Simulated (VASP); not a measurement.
The system is MgO.

```
CELL_PARAMETERS angstrom
2.61181 0.00000 0.00000
0.00000 2.62335 0.00000
0.00000 0.00000 2.62335
ATOMIC_POSITIONS crystal
Mg 0.00000 0.00000 0.00000
O 0.50000 0.50000 0.50000
```

This cell differs from its parent crystal: uniaxial x strain -0.4%.

Base run:

```yaml
Program: VASP 6.6.1
Functional: r2SCAN
Potentials_or_basis: VASP PAW PBE potentials, release 64 (Mg, O)
Cutoff: 520 eV
k_mesh: 10 × 10 × 10
Occupations: gaussian, width 0.01 eV
Spin: no spin polarisation
```

Its results: band gap on the k mesh 3.46 eV, indirect (least direct gap 4.51 eV); pressure -0.5 GPa.

Problem. The run is repeated on the same cell with these changes: potentials or basis from VASP PAW PBE potentials, release 64 (Mg, O) to VASP PAW PBE potentials, release 64 (Mg_sv, O); cutoff from 520 eV to 660 eV; further incar settings from ALGO = Normal; EDIFF = 1e-06; NBANDS = 11 to ALGO = Normal; EDIFF = 1e-06; NBANDS = 15; valence electrons from 8 to 16. What comes out?

Solution. Band gap on the k mesh 3.54 eV, indirect (least direct gap 4.59 eV); pressure 0.6 GPa.

Caveats: the PAW data sets were made with another functional, which shifts forces and pressure a little.

A k mesh can miss the band edges.
